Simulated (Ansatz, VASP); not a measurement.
One calculation of C, two programs

Contents of INCAR:

```
PREC = Accurate ; ENCUT = 600
EDIFF = 1E-6 ; ISMEAR = 0
SIGMA = 0.1 ; LREAL = F
LASPH = T ; NELM = 120
ALGO = Normal ; ISIF = 2
LWAVE = F ; LCHARG = F
GGA = LIBXC ; LIBXC1 = GGA_X_PBE_R
LIBXC2 = LDA_C_PW ; NBANDS = 11
GGA_COMPAT = F
```

KPOINTS

```
Automatic mesh
0
Gamma
  13 13 13
```

The input POSCAR:

```
C
1.0
    0.0000000000      1.8183469191      1.8183469191
    1.8183469191      0.0000000000      1.8183469191
    1.8183469191      1.8183469191      0.0000000000
C
2
Direct
    0.7500000000      0.7500000000      0.7500000000
    0.5000000000      0.5000000000      0.5000000000
```

The input input.yaml:

```yaml
crystal:
  lattice:
    - [0.0, 1.8183469191, 1.8183469191]
    - [1.8183469191, 0.0, 1.8183469191]
    - [1.8183469191, 1.8183469191, 0.0]
  atoms:
    - { symbol: C, position: [0.75, 0.75, 0.75] }
    - { symbol: C, position: [0.5, 0.5, 0.5] }
kpoints:
  mp_grid: { grid: [13, 13, 13] }
scf:
  occupations: { method: gaussian, width: 0.1 }
hamiltonian:
  xc: { exchange: revpbe, correlation: lda }
  pseudopotentials: { kind: all_electron, lapw: { basis_error: 0.0005 } }
output:
  forces: true
  stress: true
  eigenvalues: true
```

Change from the starting cell: volume scaled by 1.06.

Alike in both runs: task single point; functional revpbe exchange, lda correlation; k mesh 13 × 13 × 13; occupations gaussian, width 0.1 eV; no spin polarisation.

|  | VASP | Ansatz |
| --- | --- | --- |
| version | VASP 6.6.1 | Ansatz 0.2.0 |
| potentials or method | VASP PAW PBE potentials, release 64 (C), cutoff 600 eV | all-electron LAPW, scalar-relativistic |

VASP gave:

* gap on the k mesh at the Fermi level (eV): 4.46
* least direct gap on the mesh (eV): 5.61
* pressure (GPa): -6.3

What did Ansatz give for the same quantities?

gap on the k mesh at the Fermi level (eV): 4.46; least direct gap on the mesh (eV): 5.61; pressure (GPa): -5.8.

VASP's potentials were made for PBE, not for revpbe exchange, lda correlation. Ansatz ran all-electron here, and VASP with PAW potentials.
